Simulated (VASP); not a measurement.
Gd, 1 atom in the cell. The structure is cubic, space group Im-3m (No. 229). Conventional cell: a = 3.748 Å, b = 3.748 Å, c = 3.748 Å, α = 90.00°, β = 90.00°, γ = 90.00°. Gd (site symmetry m-3m) has 14 Gd at 3.25 to 3.75 Å within 4.3 Å. This isn't the form of Gd at room conditions, which is hcp.

* Program: VASP 6.6.1
* Task: single point
* Functional: PBEsol
* Potentials or basis: VASP PAW PBE potentials, release 64 (Gd)
* Cutoff: 600 eV
* k mesh: 14 × 14 × 14
* Occupations: fermi-dirac, width 0.08 eV
* Spin: collinear spin, ferromagnetic start
* Starting moments: [7.0] μB
* Dipole correction: no
* Further INCAR settings: ALGO = Normal; EDIFF = 1e-06; NBANDS = 19

Potentials or basis: VASP PAW PBE potentials, release 64 (Gd).

The run is started by

```sh
$ cat potpaw_PBE.64/Gd/POTCAR > POTCAR
$ mpirun -np 1 vasp_std > vasp.out
```

Hardware: 1 thread of Intel(R) Xeon(R) 6975P-C (Granite Rapids), with other jobs on the host.

Q: How long does it take, and how much memory?

A: Wall time 2.5 min on 1 thread of Intel(R) Xeon(R) 6975P-C (Granite Rapids) (shared host), peak memory 0.27 GiB. Counts: scf iterations 26, k points 104.
